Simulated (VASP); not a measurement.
Write the native input for VASP 6.6.1 that does the following.

- Task: single point
- Functional: PBEsol
- Potentials or basis: VASP PAW PBE potentials, release 64 (Ba_sv, S)
- Cutoff: 520 eV
- k mesh: 6 × 6 × 2
- Occupations: gaussian, width 0.01 eV
- Spin: no spin polarisation
- Dipole correction: no
- Further INCAR settings: ALGO = Normal; EDIFF = 1e-06; NBANDS = 24

The structure of BaS lies in POSCAR:

```
BaS
1.0
    4.4421900005      0.0000000000      0.0000000000
   -2.2210950002      3.8470493889      0.0000000000
    0.0000000000      0.0000000000      7.7894608866
Ba S
2 2
Direct
    0.0000000000      0.0000000000      0.0000000000
    0.0000000000      0.0000000000      0.5000000000
    0.3333333333      0.6666666667      0.2500000000
    0.6666666667      0.3333333333      0.7500000000
```

One way to write it, as run:

INCAR

```
PREC     = Accurate       # precision mode
ENCUT    = 520            # plane-wave cutoff, eV
EDIFF    = 1E-6           # SCF threshold, eV
ISMEAR   = 0              # smearing method
SIGMA    = 0.01           # smearing width, eV
LREAL    = False          # projectors in reciprocal space
LASPH    = True           # aspherical terms in the spheres
NELM     = 100            # most SCF steps
ALGO     = Normal         # electronic algorithm
ISIF     = 2              # what is computed and relaxed
LWAVE    = False          # write WAVECAR
LCHARG   = False          # write CHGCAR
GGA      = PS             # functional
NBANDS   = 24             # bands
```

KPOINTS

```
regular mesh
0
Gamma
  6 6 2
```

Potentials or basis: VASP PAW PBE potentials, release 64 (Ba_sv, S).

Command:

```bash
$ cat potpaw_PBE.64/Ba_sv/POTCAR potpaw_PBE.64/S/POTCAR > POTCAR
$ mpirun -np 1 vasp_std > vasp.out
```

It gave:

```
Pressure               : -1.1 GPa
Band gap on the k mesh : 2.20 eV, indirect (least direct gap 2.20 eV)
```

Caveat: the PAW data sets were made with another functional, which shifts forces and pressure a little; spin-orbit coupling is left out, which moves the levels of the heavy elements.

Wall time 27 s on 1 thread of Intel(R) Xeon(R) Platinum 8488C (Sapphire Rapids), with other jobs on the host, peak memory 0.27 GiB.
